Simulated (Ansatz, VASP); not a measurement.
**Two plane-wave programs on Mg**

```
CELL_PARAMETERS angstrom
3.18944 0.00000 0.00000
-1.59472 2.76213 0.00000
0.00000 0.00000 5.10817
ATOMIC_POSITIONS crystal
Mg 0.33333 0.66667 0.25000
Mg 0.66667 0.33333 0.75000
```

Alike in both runs: functional PBEsol; k mesh 15 × 15 × 8; occupations gaussian, width 0.1 eV; no spin polarisation.

Ansatz relaxed the structure, and its values are those at the end. VASP's run is a single point on that final structure, the one shown.

|  | VASP | Ansatz |
| --- | --- | --- |
| version | VASP 6.6.1 | Ansatz 0.2.0 |
| potentials or method | VASP PAW PBE potentials, release 64 (Mg), cutoff 520 eV | scalar-relativistic, plane waves, PAW |
| valence electrons in the cell | 4 | 20 |

```csv
,VASP,Ansatz,Ansatz less VASP
gap on the k mesh at the Fermi level (eV),none,none,-
pressure (GPa),0.0,0.0,+0.05
```

VASP's potentials were made for PBE, not for PBEsol. A gap of «none» marks a metal or a gap that the smearing closes. VASP's potentials hold 4 valence electrons a cell and Ansatz's 20, so a difference there can come from the potentials and not from the codes.
